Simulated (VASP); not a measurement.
Runs of VASP 6.6.1 on SnO2. The structure is that of space group P6_3/mmc (No. 194), or close to it. The cells are those of the table. 

```tsv
cell	gap on the mesh (eV)	pressure (GPa)	largest force (eV/Å)
a = 3.119, b = 3.119, c = 10.418 Å, angles 90.0, 90.0, 120.0°, 6 atoms	2.72	12.4	0.97
a = 3.231, b = 3.231, c = 10.791 Å, angles 90.0, 90.0, 120.0°, 6 atoms	2.05	(c)	(a)
a = 3.284, b = 3.284, c = 10.967 Å, angles 90.0, 90.0, 120.0°, 6 atoms	1.78	-9.0	(b)
a = 3.203, b = 3.203, c = 10.700 Å, angles 90.0, 90.0, 120.0°, 6 atoms	2.20	-0.6	(d)
a = 3.148, b = 3.148, c = 10.514 Å, angles 90.0, 90.0, 120.0°, 6 atoms	2.53	7.4	0.59
```

Alike in all rows: task single point; level PBEsol; potentials or basis VASP PAW PBE potentials, release 64 (Sn_d, O); no spin polarisation; k mesh 12 × 12 × 2; cutoff (eV) 520; smearing methfessel-paxton 0.1 eV.

Q: Estimate the missing entries.

A: (a) 0.34; (b) 0.80; (c) -3.8; (d) 0.06.

Caveats: the PAW data sets were made with another functional, which shifts forces and pressure a little; spin-orbit coupling is left out, which moves the levels of the heavy elements.

A k mesh can miss the band edges, and the runs leave out spin-orbit coupling on Sn.
